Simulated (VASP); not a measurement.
# MgO (P6_3/mmc) in VASP: further runs

Runs on MgO. Level: PBE. Tasks: single point, relaxation of cell and atoms.

Program: VASP 6.6.1. These are calculated values, not measurements. Logs are shortened: lines on timing, memory, paths and dates and some standing lists are left out, and cuts for length are marked.

### Step 1. The cell of the first run

Symmetry: P6_3/mmc, No. 194, hexagonal system. Conventional cell: a = 2.958 Å, b = 2.958 Å, c = 5.157 Å, α = 90.00°, β = 90.00°, γ = 120.00°. Mg (site symmetry -3m) has 6 O at 2.14 Å and 2 Mg at 2.58 Å within 2.8 Å. Within 2.8 Å of O (site symmetry -6m2) lie 6 Mg at 2.14 Å.

### Step 2. Single point, PBE

INCAR reads:

```
ALGO = Normal
EDIFF = 1E-6
ENCUT = 600
GGA = PE
GGA_COMPAT = False
ISIF = 2
ISMEAR = 0
LASPH = True
LCHARG = True
LELF = True
LREAL = False
LVHAR = True
LWAVE = False
NBANDS = 16
NELM = 120
PREC = Accurate
SIGMA = 0.1
```

KPOINTS reads:

```
k-points
0
Gamma
  6 6 4
```

POSCAR reads:

```
MgO
1.0
    2.9580193699      0.0000000000      0.0000000000
   -1.4790096849      2.5617199192      0.0000000000
    0.0000000000      0.0000000000      5.1565330101
Mg O
2 2
Direct
    0.0000000000      0.0000000000      0.0000000000
    0.0000000000      0.0000000000      0.5000000000
    0.3333333333      0.6666666667      0.7500000000
    0.6666666667      0.3333333333      0.2500000000
```

Potentials or basis: VASP PAW PBE potentials, release 64 (Mg, O).

The run is started by

```sh
> cat potpaw_PBE.64/Mg/POTCAR potpaw_PBE.64/O/POTCAR > POTCAR
> mpirun -np 1 vasp_std > vasp.out
```

OUTCAR:

```text
EDIFF = 1E-6
   ENCUT = 600
   GGA = PE
   ISIF = 2
   ISMEAR = 0
   LASPH = True
   LREAL = False
   NELM = 120
   PREC = Accurate

 ion  position               nearest neighbor table
   1  0.000  0.000  0.000-   3 2.14   4 2.14   3 2.14   4 2.14   4 2.14   3 2.14   2 2.58   2 2.58

   2  0.000  0.000  0.500-   3 2.14   4 2.14   3 2.14   4 2.14   4 2.14   3 2.14   1 2.58   1 2.58

   3  0.333  0.667  0.750-   1 2.14   2 2.14   1 2.14   2 2.14   1 2.14   2 2.14
   4  0.667  0.333  0.250-   1 2.14   2 2.14   1 2.14   2 2.14   1 2.14   2 2.14

  LATTYP: Found a hexagonal cell.
 ALAT       =     2.9580193699
 C/A-ratio  =     1.7432384191

  Lattice vectors:

 A1 = (   2.9580193699,   0.0000000000,   0.0000000000)
 A2 = (  -1.4790096849,   2.5617199192,   0.0000000000)
 A3 = (   0.0000000000,   0.0000000000,   5.1565330101)

Analysis of symmetry for initial positions (statically):
=====================================================================
 Subroutine PRICEL returns:
 Original cell was already a primitive cell.

 Routine SETGRP: Setting up the symmetry group for a
 hexagonal supercell.

 Subroutine GETGRP returns: Found 24 space group operations
 (whereof 12 operations were pure point group operations)
 out of a pool of 24 trial point group operations.

The static configuration has the point symmetry D_3d.
 The point group associated with its full space group is D_6h.

Analysis of symmetry for dynamics (positions and initial velocities):
=====================================================================
 Subroutine PRICEL returns:
 Original cell was already a primitive cell.

 Routine SETGRP: Setting up the symmetry group for a
 hexagonal supercell.

 Subroutine GETGRP returns: Found 24 space group operations
 (whereof 12 operations were pure point group operations)
 out of a pool of 24 trial point group operations.

The dynamic configuration has the point symmetry D_3d.
 The point group associated with its full space group is D_6h.

 Subroutine INISYM returns: Found 24 space group operations
 (whereof 12 operations are pure point group operations),
 and found     1 'primitive' translations

----------------------------------------------------------------------------------------

                                     Primitive cell

  volume of cell :      39.0742

  direct lattice vectors                    reciprocal lattice vectors
     2.958019370  0.000000000  0.000000000     0.338064047  0.195181369  0.000000000
    -1.479009685  2.561719919  0.000000000     0.000000000  0.390362737  0.000000000
     0.000000000  0.000000000  5.156533010     0.000000000  0.000000000  0.193928750

  length of vectors
     2.958019370  2.958019370  5.156533010     0.390362737  0.390362737  0.193928750

  position of ions in fractional coordinates (direct lattice)
     0.000000000  0.000000000  0.000000000
     0.000000000  0.000000000  0.500000000
     0.333333333  0.666666667  0.750000000
     0.666666667  0.333333333  0.250000000

  ion indices of the primitive-cell ions
   primitive index   ion index
                 1           1
                 2           2
                 3           3
                 4           4

----------------------------------------------------------------------------------------

 KPOINTS: k-points

Automatic generation of k-mesh.
 Grid dimensions read from file:
 generate k-points for:    6    6    4

 Generating k-lattice:

  Cartesian coordinates                     Fractional coordinates (reciprocal lattice)
     0.056344008  0.032530228  0.000000000     0.166666667  0.000000000  0.000000000
     0.000000000  0.065060456  0.000000000     0.000000000  0.166666667  0.000000000
     0.000000000  0.000000000  0.048482187     0.000000000  0.000000000  0.250000000

  Length of vectors
     0.065060456  0.065060456  0.048482187

  Shift w.r.t. Gamma in fractional coordinates (k-lattice)
     0.000000000  0.000000000  0.000000000

 Subroutine IBZKPT returns following result:
 ===========================================

[... 47 lines left out ...]
 fundamental gap:      4.1127825751
 Fermi energy:         3.4345218972

 k-point     1 :       0.0000    0.0000    0.0000
  band No.  band energies     occupation
      1     -14.1721      2.00000
      2     -13.1481      2.00000
      3      -1.7737      2.00000
      4       2.5287      2.00000
      5       2.5386      2.00000
      6       2.5386      2.00000
[... 8 lines left out ...]
     15      19.9536      0.00000
     16      19.9536      0.00000

 k-point     2 :       0.1667    0.0000    0.0000
  band No.  band energies     occupation
      1     -13.9236      2.00000
      2     -13.0276      2.00000
      3      -1.3822      2.00000
      4       1.4848      2.00000
      5       1.7611      2.00000
      6       2.3482      2.00000
[... 8 lines left out ...]
     15      20.1150      0.00000
     16      20.2202      0.00000

 k-point     3 :       0.3333    0.0000    0.0000
  band No.  band energies     occupation
      1     -13.3448      2.00000
      2     -12.8009      2.00000
      3      -0.4093      2.00000
      4      -0.3825      2.00000
      5       0.2421      2.00000
      6       1.9977      2.00000
[... 8 lines left out ...]
     15      19.2199      0.00000
     16      21.1471      0.00000

 k-point     4 :       0.5000   -0.0000    0.0000
  band No.  band energies     occupation
      1     -12.9441      2.00000
      2     -12.7568      2.00000
      3      -1.2440      2.00000
      4      -0.3857      2.00000
      5       0.4571      2.00000
      6       1.4978      2.00000
[... 8 lines left out ...]
     15      18.8468      0.00000
     16      21.5487      0.00000
[... 267 lines left out ...]
 k-point    19 :       0.1667    0.1667    0.5000
  band No.  band energies     occupation
      1     -13.1923      2.00000
      2     -13.1923      2.00000
      3      -0.3124      2.00000
      4      -0.3124      2.00000
      5       1.4928      2.00000
      6       1.4928      2.00000
[... 8 lines left out ...]
     15      19.3511      0.00000
     16      19.3511      0.00000

 k-point    20 :       0.3333    0.1667    0.5000
  band No.  band energies     occupation
      1     -12.8528      2.00000
      2     -12.8528      2.00000
      3      -0.8501      2.00000
      4      -0.8501      2.00000
      5       1.1119      2.00000
      6       1.1119      2.00000
[... 8 lines left out ...]
     15      18.8768      0.00000
     16      18.8768      0.00000

 k-point    21 :       0.3333    0.3333    0.5000
  band No.  band energies     occupation
      1     -12.7372      2.00000
      2     -12.7372      2.00000
      3      -0.3934      2.00000
      4      -0.3934      2.00000
      5       0.1076      2.00000
      6       0.1076      2.00000
[... 8 lines left out ...]
     15      18.5029      0.00000
     16      18.5029      0.00000

------------------------ aborting loop because EDIFF is reached ----------------------------------------

  FORCE on cell =-STRESS in cart. coord.  units (eV):
  Direction    XX          YY          ZZ          XY          YZ          ZX
  --------------------------------------------------------------------------------------
  -------------------------------------------------------------------------------------
  Total       -0.2173947     -0.2173947     -0.2261037     -0.0000000      0.0000000      0.0000000
  in kB       -8.9139283     -8.9139283     -9.2710245     -0.0000000      0.0000000      0.0000000
  external PRESSURE =      -9.0329603 kB  Pullay stress =       0.0000000 kB

 VOLUME and BASIS-vectors are now :
 -----------------------------------------------------------------------------
  energy-cutoff  :      600.00
  volume of cell :       39.07
      direct lattice vectors                 reciprocal lattice vectors
     2.958019370  0.000000000  0.000000000     0.338064047  0.195181369  0.000000000
    -1.479009685  2.561719919  0.000000000     0.000000000  0.390362737  0.000000000
     0.000000000  0.000000000  5.156533010     0.000000000  0.000000000  0.193928750

 POSITION                                       TOTAL-FORCE (eV/Angst)
 -----------------------------------------------------------------------------------
      0.00000      0.00000      0.00000        -0.000000      0.000000     -0.000000
      0.00000      0.00000      2.57827        -0.000000      0.000000     -0.000000
     -0.00000      1.70781      3.86740         0.000000     -0.000000      0.000000
      1.47901      0.85391      1.28913         0.000000      0.000000     -0.000000
 -----------------------------------------------------------------------------------
    total drift:                                0.000000     -0.000000     -0.000000

  FREE ENERGIE OF THE ION-ELECTRON SYSTEM (eV)
  ---------------------------------------------------
  free  energy   TOTEN  =       -23.2295211451 eV

  energy  without entropy=      -23.2295211450  energy(sigma->0) =      -23.22952115
```

It took 11 s on 1 thread of AMD EPYC 9R45 (Zen 5), shared host; peak memory 0.13 GiB.

What came out:

```yaml
Free_energy: -23.2295 eV
Pressure: -0.9 GPa
Band_gap_on_the_k_mesh: 4.11 eV, direct
```

### Step 3. Single point, PBE

This run uses another cell than the first one, of 10.67 Å³/atom, 1.093 times its volume.

INCAR reads:

```
PREC = Accurate
ENCUT = 600
EDIFF = 1E-6
ISMEAR = 0
SIGMA = 0.1
LREAL = False
LASPH = True
NELM = 120
ALGO = Normal
ISIF = 2
LWAVE = False
LCHARG = True
GGA = PE
LELF = True
LVHAR = True
NBANDS = 16
GGA_COMPAT = False
```

KPOINTS reads:

```
regular mesh
0
Gamma
  6 6 4
```

POSCAR reads:

```
MgO
1.0
    3.1044380200      0.0000000000      0.0000000000
   -1.5522190100      2.6885221900      0.0000000000
    0.0000000000      0.0000000000      5.1148398800
Mg O
2 2
Direct
    0.0000000000      0.0000000000      0.0000000000
    0.0000000000      0.0000000000      0.5000000000
    0.3333333300      0.6666666700      0.7500000000
    0.6666666700      0.3333333300      0.2500000000
```

Potentials or basis: VASP PAW PBE potentials, release 64 (Mg, O).

The run is started by

```sh
> cat potpaw_PBE.64/Mg/POTCAR potpaw_PBE.64/O/POTCAR > POTCAR
> mpirun -np 1 vasp_std > vasp.out
```

Wall time 15 s (1 thread of AMD EPYC 9R45 (Zen 5), shared host); peak memory 0.15 GiB.

The run converged. Its results:

| Property | Result |
| --- | --- |
| Free energy | -22.9898 eV |
| Pressure | -10.8 GPa |
| Band gap on the k mesh | 3.56 eV, direct |

Stress tensor (GPa, compression positive):
```
-17.73   0.00   0.00
  0.00 -17.73   0.00
  0.00   0.00   2.94
```

Levels at points of the mesh, in eV from the valence-band top:
| k point | band 4 | band 5 | band 6 | band 7 | band 8 | band 9 | band 10 | band 11 | band 12 | band 13 |
| --- | --- | --- | --- | --- | --- | --- | --- | --- | --- | --- |
| (0.00, 0.00, 0.00) | -0.49 | -0.49 | -0.03 | 0.00 | 0.00 | 3.56 | 7.09 | 11.15 | 12.87 | 15.43 |
| (0.50, 0.00, 0.00) | -2.89 | -2.09 | -1.14 | -1.09 | -0.53 | 7.85 | 8.69 | 9.98 | 10.63 | 12.07 |
| (0.00, 0.00, 0.50) | -2.43 | -0.25 | -0.25 | -0.25 | -0.25 | 5.87 | 5.87 | 11.69 | 11.69 | 15.13 |
| (0.50, 0.00, 0.50) | -3.77 | -1.02 | -1.02 | -0.85 | -0.85 | 8.04 | 8.04 | 10.79 | 10.79 | 11.56 |

As with any semilocal functional, this PBE gap is likely too small.

### Step 4. Relaxation of cell and atoms, PBE

This run uses another cell than the first one, of 10.67 Å³/atom, 1.093 times its volume.

INCAR reads:

```
SYSTEM = MgO
PREC = Accurate
ENCUT = 600
EDIFF = 1E-7
ISMEAR = 0
SIGMA = 0.1
LREAL = .FALSE.
LASPH = .TRUE.
NELM = 120
ALGO = Normal
ISIF = 3
LWAVE = .FALSE.
LCHARG = .FALSE.
GGA = PE
IBRION = 2
NSW = 90
EDIFFG = -0.04
GGA_COMPAT = .FALSE.
NELMIN = 4
```

KPOINTS reads:

```
Automatic mesh
0
G
  6 6 4
  0 0 0
```

POSCAR is that of step 3.

The run is started by

```sh
> cat potpaw_PBE.64/Mg/POTCAR potpaw_PBE.64/O/POTCAR > POTCAR
> mpirun -np 1 vasp_std > vasp.out
```

It took 41 s on 1 thread of AMD EPYC 9R45 (Zen 5), shared host; peak memory 0.16 GiB.

The run converged. Its results:

| Item | Value |
| --- | --- |
| Free energy | -23.2386 eV |
| Relaxed volume | 9.71 Å³/atom |
| Relaxed cell | a = 2.954 Å, b = 2.954 Å, c = 5.142 Å, α = 90.00°, β = 90.00°, γ = 120.00° |
| Space group after relaxing (to 0.05 Å) | P6_3/mmc (No. 194) |
| Energy gained by relaxing | 62.2 meV/atom |
| Ionic steps | 5 |
| Pressure after relaxing | -0.1 GPa |
| Band gap on the k mesh | 4.18 eV, direct |

Stress tensor (GPa, compression positive):
```
-0.29  0.00  0.00
 0.00 -0.29  0.00
 0.00  0.00  0.36
```

The path:
| step | energy change (eV) | largest force (eV/Å) | pressure (GPa) | volume (Å³) |
| --- | --- | --- | --- | --- |
| 1 | 0.0000 | 0.0000 | -10.84 | 42.69 |
| 2 | -0.2414 | 0.0000 | 1.85 | 38.32 |
| 3 | -0.2486 | 0.0000 | -0.33 | 38.90 |
| 4 | -0.2486 | 0.0000 | -0.59 | 38.97 |
| 5 | -0.2488 | 0.0000 | -0.07 | 38.84 |

Final structure:
```cif
data_structure
_symmetry_space_group_name_H-M 'P 1'
_symmetry_Int_Tables_number 1
_cell_length_a 2.9535
_cell_length_b 2.9535
_cell_length_c 5.1418
_cell_angle_alpha 90.000
_cell_angle_beta 90.000
_cell_angle_gamma 120.000
_cell_volume 38.84
loop_
_atom_site_label
_atom_site_type_symbol
_atom_site_fract_x
_atom_site_fract_y
_atom_site_fract_z
_atom_site_occupancy
Mg1 Mg 0.00000 0.00000 0.00000 1
Mg2 Mg 0.00000 0.00000 0.50000 1
O1 O 0.33333 0.66667 0.75000 1
O2 O 0.66667 0.33333 0.25000 1
```

Levels at points of the mesh, in eV from the valence-band top:
```
           k point  band 4  band 5  band 6  band 7  band 8  band 9  band 10  band 11  band 12
(0.00, 0.00, 0.00)   -0.49   -0.49   -0.49    0.00    0.00    4.18     7.92    11.42    12.86
(0.50, 0.00, 0.00)   -3.42   -2.58   -1.53   -1.20   -0.69    8.25     9.46    10.11    11.38
(0.00, 0.00, 0.50)   -3.02   -0.25   -0.25   -0.25   -0.25    6.61     6.61    11.74    11.74
(0.50, 0.00, 0.50)   -4.26   -1.48   -1.48   -0.95   -0.95    8.46     8.46    10.80    10.80
```

### Step 5. Single point, PBE

INCAR reads:

```
ALGO = Normal
EDIFF = 1E-6
ENCUT = 600
GGA = PE
GGA_COMPAT = False
ISIF = 2
ISMEAR = 0
LASPH = True
LCHARG = True
LELF = True
LREAL = False
LVHAR = True
LWAVE = False
NBANDS = 16
NELM = 120
PREC = Accurate
SIGMA = 0.02
```

KPOINTS reads:

```
k-points
0
Gamma
  12 12 6
```

POSCAR reads:

```
MgO
1.0
    2.9580193699      0.0000000000      0.0000000000
   -1.4790096849      2.5617199192      0.0000000000
    0.0000000000      0.0000000000      5.1565330101
Mg O
2 2
Direct
    0.0000000000      0.0000000000      0.0000000000
    0.0000000000      0.0000000000      0.5000000000
    0.3333333333      0.6666666667      0.7500000000
    0.6666666667      0.3333333333      0.2500000000
```

The run is started by

```sh
> cat potpaw_PBE.64/Mg/POTCAR potpaw_PBE.64/O/POTCAR > POTCAR
> mpirun -np 1 vasp_std > vasp.out
```

Run time: 29 s. Hardware: 1 thread of AMD EPYC 9R45 (Zen 5), shared host; peak memory 0.17 GiB.

Results (log left out):

```
Free energy            : -23.2301 eV
Pressure               : -0.9 GPa
Band gap on the k mesh : 4.11 eV, direct
```

Levels at points of the mesh, in eV from the valence-band top:
| k point | band 5 | band 6 | band 7 | band 8 | band 9 | band 10 | band 11 | band 12 |
| --- | --- | --- | --- | --- | --- | --- | --- | --- |
| (0.00, 0.00, 0.00) | -0.49 | -0.49 | 0.00 | 0.00 | 4.11 | 7.88 | 11.33 | 12.82 |
| (0.50, 0.00, 0.00) | -2.57 | -1.53 | -1.19 | -0.68 | 8.20 | 9.45 | 10.04 | 11.31 |
| (0.00, 0.00, 0.50) | -0.25 | -0.25 | -0.25 | -0.25 | 6.56 | 6.56 | 11.69 | 11.69 |
| (0.50, 0.00, 0.50) | -1.48 | -1.48 | -0.95 | -0.95 | 8.41 | 8.41 | 10.77 | 10.77 |

A k mesh can miss the band edges.

### Step 6. Relaxation of cell and atoms, PBE

INCAR reads:

```
SYSTEM = MgO
ALGO = Normal ; EDIFF = 1E-7
EDIFFG = -0.01 ; ENCUT = 600
GGA = PE ; GGA_COMPAT = .FALSE.
IBRION = 2 ; ISIF = 3
ISMEAR = 0 ; LASPH = .TRUE.
LCHARG = .FALSE. ; LREAL = .FALSE.
LWAVE = .FALSE. ; NELM = 120
NELMIN = 4 ; NSW = 100
PREC = Accurate ; SIGMA = 0.02
```

KPOINTS reads:

```
k-points
0
G
  12 12 6
  0 0 0
```

POSCAR is that of step 5.

Potentials or basis: VASP PAW PBE potentials, release 64 (Mg, O).

The run is started by

```sh
> cat potpaw_PBE.64/Mg/POTCAR potpaw_PBE.64/O/POTCAR > POTCAR
> mpirun -np 1 vasp_std > vasp.out
```

Wall time 47 s (1 thread of AMD EPYC 9R45 (Zen 5), shared host); peak memory 0.17 GiB.

It converged, with:

* Free energy: -23.2307 eV
* Relaxed volume: 9.71 Å³/atom
* Relaxed cell: a = 2.952 Å, b = 2.952 Å, c = 5.146 Å, α = 90.00°, β = 90.00°, γ = 120.00°
* Space group after relaxing (to 0.05 Å): P6_3/mmc (No. 194)
* Energy gained by relaxing: 0.2 meV/atom
* Ionic steps: 3
* Pressure after relaxing: 0.0 GPa
* Band gap on the k mesh: 4.17 eV, direct

Stress tensor (GPa, compression positive):
```
-0.03  0.00  0.00
 0.00 -0.03  0.00
 0.00  0.00  0.06
```

The path:
```csv
step,energy change (eV),largest force (eV/Å),pressure (GPa),volume (Å³)
1,0.0000,0.0000,-0.88,39.07
2,-0.0006,0.0000,0.25,38.77
3,-0.0007,0.0000,0.00,38.84
```

Final structure:
```xyz
4
Lattice="2.9520 0.0000 0.0000 -1.4760 2.5565 0.0000 0.0000 0.0000 5.1458" Properties=species:S:1:pos:R:3 pbc="T T T"
Mg    0.0000    0.0000    0.0000
Mg    0.0000    0.0000    2.5729
O     0.0000    1.7044    3.8594
O     1.4760    0.8522    1.2865
```

Levels at points of the mesh, in eV from the valence-band top:
| k point | band 5 | band 6 | band 7 | band 8 | band 9 | band 10 | band 11 | band 12 |
| --- | --- | --- | --- | --- | --- | --- | --- | --- |
| (0.00, 0.00, 0.00) | -0.49 | -0.49 | 0.00 | 0.00 | 4.17 | 7.92 | 11.40 | 12.84 |
| (0.50, 0.00, 0.00) | -2.58 | -1.54 | -1.20 | -0.69 | 8.25 | 9.47 | 10.09 | 11.38 |
| (0.00, 0.00, 0.50) | -0.25 | -0.25 | -0.25 | -0.25 | 6.61 | 6.61 | 11.73 | 11.73 |
| (0.50, 0.00, 0.50) | -1.49 | -1.49 | -0.95 | -0.95 | 8.45 | 8.45 | 10.80 | 10.80 |

A k mesh can miss the band edges.

### Step 7. Summary

| task | cell | k mesh | smearing | gap on the mesh (eV) | pressure (GPa) | relaxed volume (Å³/atom) |
| --- | --- | --- | --- | --- | --- | --- |
| single point | a = 2.958, b = 2.958, c = 5.157 Å, angles 90.0, 90.0, 120.0°, 4 atoms | 6 × 6 × 4 | gaussian 0.1 eV | 4.11 | -0.9 | - |
| single point | a = 3.104, b = 3.104, c = 5.115 Å, angles 90.0, 90.0, 120.0°, 4 atoms | 6 × 6 × 4 | gaussian 0.1 eV | 3.56 | -10.8 | - |
| relaxation of cell and atoms | relaxed from a = 3.104, b = 3.104, c = 5.115 Å, angles 90.0, 90.0, 120.0°, 4 atoms | 6 × 6 × 4 | gaussian 0.1 eV | 4.18 | -0.1 | 9.71 |
| single point | a = 2.958, b = 2.958, c = 5.157 Å, angles 90.0, 90.0, 120.0°, 4 atoms | 12 × 12 × 6 | gaussian 0.02 eV | 4.11 | -0.9 | - |
| relaxation of cell and atoms | relaxed from a = 2.958, b = 2.958, c = 5.157 Å, angles 90.0, 90.0, 120.0°, 4 atoms | 12 × 12 × 6 | gaussian 0.02 eV | 4.17 | 0.0 | 9.71 |

Alike in all rows: level PBE; potentials or basis VASP PAW PBE potentials, release 64 (Mg, O); no spin polarisation; cutoff (eV) 600.

Absolute energies hang on the potentials; compare differences alone.
